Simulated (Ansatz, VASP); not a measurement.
RbBr: VASP beside Ansatz

```
Rb Br
1.0
     0.00000    3.59926    3.43247
     3.59926    0.00000    3.43247
     3.59926    3.59926    0.00000
Rb Br
1 1
Cartesian
  0.0000 0.0000 0.0000
  3.5993 3.5993 3.4325
```

Change from the starting cell: epitaxial_xy strain +4.0%.

Alike in both runs: task single point; functional r2SCAN; k mesh 6 × 6 × 6; no spin polarisation.

```csv
,VASP,Ansatz
version,VASP 6.6.1,Ansatz 0.2.0
potentials or method,"VASP PAW PBE potentials, release 64 (Rb_sv, Br)","plane waves, PAW"
plane-wave cutoff (eV),520,500
occupations,"gaussian, width 0.01 eV",fixed
valence electrons in the cell,16,16
```

VASP gave:

| Quantity | Value |
| --- | --- |
| gap on the k mesh at the Fermi level (eV) | 4.69 |
| pressure (GPa) | -0.7 |
| traceless stress, the component that is largest in VASP (GPa) | 0.74 |

Problem. Estimate Ansatz's values.

Solution. gap on the k mesh at the Fermi level (eV): 4.69; pressure (GPa): -0.7; traceless stress, the component that is largest in VASP (GPa): 0.73.

VASP's potentials were made for PBE, not for r2SCAN.
